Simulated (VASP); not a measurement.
A run of VASP 6.6.1 is set up as follows.

File INCAR:

```
ALGO = Normal ; EDIFF = 1E-6
ENCUT = 520 ; GGA = PE
ISIF = 2 ; ISMEAR = 0
LASPH = True ; LCHARG = True
LELF = True ; LREAL = False
LVHAR = True ; LWAVE = False
NBANDS = 15 ; NELM = 80
PREC = Accurate ; SIGMA = 0.1
```

The input KPOINTS:

```
k-points
0
Gamma
  14 14 14
```

The input POSCAR:

```
CuH3
1.0
    3.2216501401      0.0000000000      0.0000000000
    0.0000000000      3.2216501401      0.0000000000
    0.0000000000      0.0000000000      3.2216501401
Cu H
1 3
Direct
    0.5000000000      0.5000000000      0.5000000000
    0.5000000000      0.5000000000      0.0000000000
    0.5000000000      0.0000000000      0.5000000000
    0.0000000000      0.5000000000      0.5000000000
```

Potentials or basis: VASP PAW PBE potentials, release 64 (Cu, H).

Run with:

```console
$ cat potpaw_PBE.64/Cu/POTCAR potpaw_PBE.64/H/POTCAR > POTCAR
$ mpirun -np 1 vasp_std > vasp.out
```

(1) What does it give for the pressure?

(2) What does it give for the band gap on the k mesh?

## Answers

(1) 0.1 GPa.

(2) zero (band 7 reaches 5.15 eV, above the bottom of band 8 at -1.78 eV).
